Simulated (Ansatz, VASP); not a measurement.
## ZnO in VASP and in Ansatz

File INCAR:

```
SYSTEM = ZnO
ALGO = Normal
EDIFF = 1E-7
ENCUT = 520
ISIF = 2
ISMEAR = -1
LASPH = .True.
LCHARG = .False.
LREAL = .False.
LWAVE = .False.
NBANDS = 26
NELM = 100
PREC = Accurate
SIGMA = 0.02
```

Contents of KPOINTS:

```
k-points
0
Gamma
  11 11 6
  0 0 0
```

The input POSCAR:

```
ZnO
1.0
    3.2818927111      0.0000000000      0.0000000000
   -1.6409463555      2.8422024603      0.0000000000
    0.0000000000      0.0000000000      5.2038000000
Zn O
2 2
Direct
    0.3333333333      0.6666666667      0.0000000000
    0.6666666667      0.3333333333      0.5000000000
    0.3333333333      0.6666666667      0.3821000000
    0.6666666667      0.3333333333      0.8821000000
```

Input for Ansatz:

```yaml
crystal:
  lattice:
    - [3.2818927111, 0.0, 0.0]
    - [-1.6409463555, 2.8422024603, 0.0]
    - [0.0, 0.0, 5.2038]
  atoms:
    - { symbol: Zn, position: [0.3333333333, 0.6666666667, 0.0] }
    - { symbol: Zn, position: [0.6666666667, 0.3333333333, 0.5] }
    - { symbol: O, position: [0.3333333333, 0.6666666667, 0.3821] }
    - { symbol: O, position: [0.6666666667, 0.3333333333, 0.8821] }
kpoints:
  mp_grid: { grid: [11, 11, 6] }
  band_path:
    path:
      - [0.0, 0.0, 0.0]
      - [0.5, 0.0, 0.0]
      - [0.3333333333, 0.3333333333, 0.0]
      - [0.0, 0.0, 0.0]
      - [0.0, 0.0, 0.5]
      - [0.5, 0.0, 0.5]
      - [0.3333333333, 0.3333333333, 0.5]
      - [0.0, 0.0, 0.5]
      - [0.5, 0.0, 0.5]
    npoints: 5
scf:
  occupations: { method: fermi_dirac, width: 0.02 }
hamiltonian:
  xc: lda
  pseudopotentials: { kind: all_electron, lapw: { basis_error: 0.0005 } }
output:
  forces: true
  stress: true
  eigenvalues: true
```

Change from the starting cell: equal xx and yy strain of +1 %.

Alike in both runs: task single point; functional LDA; k mesh 11 × 11 × 6; occupations fermi-dirac, width 0.02 eV; no spin polarisation.

|  | VASP | Ansatz |
| --- | --- | --- |
| version | VASP 6.6.1 | Ansatz 0.2.0 |
| potentials or method | VASP PAW LDA potentials, release 64 (Zn, O), cutoff 520 eV | all-electron LAPW, scalar-relativistic |

|  | VASP | Ansatz | Ansatz less VASP |
| --- | --- | --- | --- |
| pressure (GPa) | -8.6 | -9.5 | -0.91 |
| traceless stress, the component that is largest in VASP (GPa) | 1.80 | 1.75 | -0.051 |
| rms of the force components (eV/Å) | 0.016 | 0.013 | -0.0029 |

LDA's correlation is that of Perdew and Zunger in VASP and of Perdew and Wang (1992) in Ansatz. Atom by atom the forces differ by 0.003 eV/Å (rms over components). Ansatz ran all-electron here, and VASP with PAW potentials.
